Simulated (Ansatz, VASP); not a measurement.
One calculation of Bi, two programs

```
CELL_PARAMETERS angstrom
4.53900 0.00000 -0.13617
-2.26950 3.93089 0.06809
-0.35487 0.00000 11.82900
ATOMIC_POSITIONS crystal
Bi 0.33333 0.66667 0.25000
Bi 0.66667 0.33333 0.75000
```

Change from the starting cell: strain -0.0600 x Voigt [0, 0, 0, 0, 1, 0], atoms carried along.

Alike in both runs: task single point; functional LDA; k mesh 12 × 12 × 4; occupations gaussian, width 0.15 eV; no spin polarisation.

|  | VASP | Ansatz |
| --- | --- | --- |
| version | VASP 6.6.1 | Ansatz 0.2.0 |
| potentials or method | VASP PAW LDA potentials, release 64 (Bi_d), cutoff 520 eV | scalar-relativistic, plane waves, PAW |
| valence electrons in the cell | 30 | 30 |

```csv
,VASP,Ansatz,Ansatz less VASP
gap on the k mesh at the Fermi level (eV),none,none,-
pressure (GPa),-3.7,-3.6,+0.03
"traceless stress, the component that is largest in VASP (GPa)",3.15,3.14,-0.006
```

LDA's correlation is that of Perdew and Zunger in VASP and of Perdew and Wang (1992) in Ansatz. A gap of «none» marks a metal or a gap that the smearing closes.

Neither program's run includes spin-orbit coupling.
